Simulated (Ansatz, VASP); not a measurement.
**PC2 in VASP and in Ansatz**

Contents of INCAR:

```
SYSTEM = PC2
ALGO     = Normal         ! electronic algorithm
EDIFF    = 1E-6           ! SCF threshold, eV
EDIFFG   = -0.08          ! ionic threshold
ENCUT    = 600            ! plane-wave cutoff, eV
GGA      = PE             ! functional
IBRION   = 2              ! ionic algorithm
ISIF     = 3              ! what is computed and relaxed
ISMEAR   = 0              ! smearing method
LASPH    = .True.         ! aspherical terms in the spheres
LCHARG   = .False.        ! write CHGCAR
LREAL    = .False.        ! projectors in reciprocal space
LWAVE    = .False.        ! write WAVECAR
NELM     = 100            ! most SCF steps
NSW      = 36             ! ionic steps
PREC     = Accurate       ! precision mode
SIGMA    = 0.2            ! smearing width, eV
```

Contents of KPOINTS:

```
k-points
0
Gamma
  4 4 3
  0 0 0
```

POSCAR

```
PC2
1.0
    2.1500000000     -4.2000000000      0.0000000000
    2.1500000000      4.2000000000      0.0000000000
   -0.4444942900      0.0000000000      5.0805929600
P C
2 4
Direct
    0.8600000000      0.8600000000      0.8140000000
    0.1400000000      0.1400000000      0.1860000000
    0.4890000000      0.8410000000      0.9700000000
    0.5110000000      0.1590000000      0.0300000000
    0.1590000000      0.5110000000      0.0300000000
    0.8410000000      0.4890000000      0.9700000000
```

Input for Ansatz:

```yaml
crystal:
  lattice:
    - [2.15, -4.2, 0.0]
    - [2.15, 4.2, 0.0]
    - [-0.44449429, 0.0, 5.08059296]
  atoms:
    - { symbol: P, position: [0.86, 0.86, 0.814] }
    - { symbol: P, position: [0.14, 0.14, 0.186] }
    - { symbol: C, position: [0.489, 0.841, 0.97] }
    - { symbol: C, position: [0.511, 0.159, 0.03] }
    - { symbol: C, position: [0.159, 0.511, 0.03] }
    - { symbol: C, position: [0.841, 0.489, 0.97] }
basis:
  ecutwfc: 420
kpoints:
  mp_grid: { grid: [4, 4, 3] }
hamiltonian:
  xc: pbe
scf:
  occupations: { method: gaussian, width: 0.2 }
  lower_state_search: "off"
output:
  forces: true
  stress: true
  eigenvalues: true
relax:
  adjacent_minimum: "off"
  f_tol: 0.08
  max_steps: 16
  cell: { stress_tol: 0.8 }
```

Alike in both runs: task relaxation of cell and atoms; functional PBE; k mesh 4 × 4 × 3; occupations gaussian, width 0.2 eV; no spin polarisation.

|  | VASP | Ansatz |
| --- | --- | --- |
| version | VASP 6.6.1 | Ansatz 0.2.0 |
| potentials or method | VASP PAW PBE potentials, release 64 (P, C), cutoff 600 eV | scalar-relativistic, plane waves, PAW |
| valence electrons in the cell | 26 | 26 |

|  | VASP | Ansatz | Ansatz less VASP |
| --- | --- | --- | --- |
| gap on the k mesh at the Fermi level, each at its own relaxed structure (eV) | none | none | - |
| relaxed volume (Å³/atom) | 15.62 | 12.85 | -2.769 |
| relaxed cell length with the largest relative difference (Å) | 4.712 | 4.305 | -0.4064 |

A gap of «none» marks a metal or a gap that the smearing closes. One of these differences is far larger than is usual between the two programs; its cause wasn't traced.

The k mesh is coarse, so the values compare programs but aren't converged.
